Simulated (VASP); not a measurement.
KBr, 4 atoms in the cell. It takes space group Pmma (No. 51, orthorhombic). Conventional cell: a = 7.660 Å, b = 3.830 Å, c = 3.830 Å, α = 90.00°, β = 90.00°, γ = 90.00°. Within 4.1 Å of K (site symmetry 2/m) lie 8 Br at 3.14 to 3.52 Å and 6 K at 3.83 Å. Br (site symmetry mm2) has 8 K at 3.14 to 3.52 Å and 6 Br at 3.83 to 3.89 Å within 4.1 Å.  This cell differs from its parent crystal: atoms displaced along a vibrational mode.

| Item | Value |
| --- | --- |
| Program | VASP 6.6.1 |
| Task | single point |
| Functional | LDA |
| Potentials or basis | VASP PAW LDA potentials, release 64 (K_sv, Br) |
| Cutoff | 520 eV |
| k mesh | 6 × 6 × 4 |
| Occupations | gaussian, width 0.05 eV |
| Spin | no spin polarisation |
| Dipole correction | no |
| Further INCAR settings | ALGO = Normal; EDIFF = 1e-07; NBANDS = 24 |

Potentials or basis: VASP PAW LDA potentials, release 64 (K_sv, Br).

Launch:

```sh
$ cat potpaw_LDA.64/K_sv/POTCAR potpaw_LDA.64/Br/POTCAR > POTCAR
$ mpirun -np 1 vasp_std > vasp.out
```

Hardware: 1 thread of Intel(R) Xeon(R) 6975P-C (Granite Rapids) (shared host).

Q: How long does it take, and how much memory?

A: Run time: 36 s on 1 thread of Intel(R) Xeon(R) 6975P-C (Granite Rapids), on a shared host, peak memory 0.24 GiB. Counts: scf iterations 13, k points 48.
